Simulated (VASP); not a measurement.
**GaAs: electric field gradients with PBE**

The system is GaAs.

```
Ga As
1.0
     0.00000    2.82685    2.79858
     2.82685    0.00000    2.79858
     2.82685    2.82685    0.00000
Ga As
1 1
Direct
  0.00000 0.00000 0.00000
  0.75000 0.75000 0.75000
```

This cell differs from its parent crystal: zz strain of -1 %.

```json
{
  "Program": "VASP 6.6.1",
  "Task": "electric field gradients",
  "Functional": "PBE",
  "Potentials or basis": "VASP PAW PBE potentials, release 64 (Ga_d, As)",
  "Cutoff": "520 eV",
  "k mesh": "11 × 11 × 11",
  "Occupations": "fermi-dirac, width 0.05 eV",
  "Spin": "no spin polarisation",
  "Dipole correction": "no",
  "Further INCAR settings": "ALGO = Normal; EDIFF = 1e-08; NBANDS = 16"
}
```

```
Pressure                                : 4.3 GPa
Band gap on the k mesh                  : 0.56 eV
Largest electric field gradient by atom : Ga +1.6; As -2.4 V/Å²
```

Stress tensor (GPa, compression positive):
```
4.08 0.00 0.00
0.00 4.08 0.00
0.00 0.00 4.65
```

Levels at points of the mesh, in eV from the valence-band top:
```
           k point  band 5  band 6  band 7  band 8  band 9  band 10  band 11  band 12  band 13  band 14
(0.00, 0.00, 0.00)  -14.78  -12.84   -0.06   -0.06    0.00     0.56     3.68     3.70     3.70     7.58
```

Electric field gradients, principal values (V/Å²):
```tsv
atom	least	middle	greatest (by size)
1 Ga	-0.811	-0.816	1.627
2 As	1.207	1.208	-2.415
```

It took 120 s on 1 thread of Intel Xeon 8259CL, with other jobs on the host, peak memory 0.24 GiB.

Caveat: the cell differs from its parent crystal (zz strain of -1 %); the cell stands under pressure; without QUAD_EFG the Cq values of the log hold for a quadrupole moment of 1 mb, not for the nuclei; an odd mesh through Γ misses points on the zone boundary, where band edges can lie.
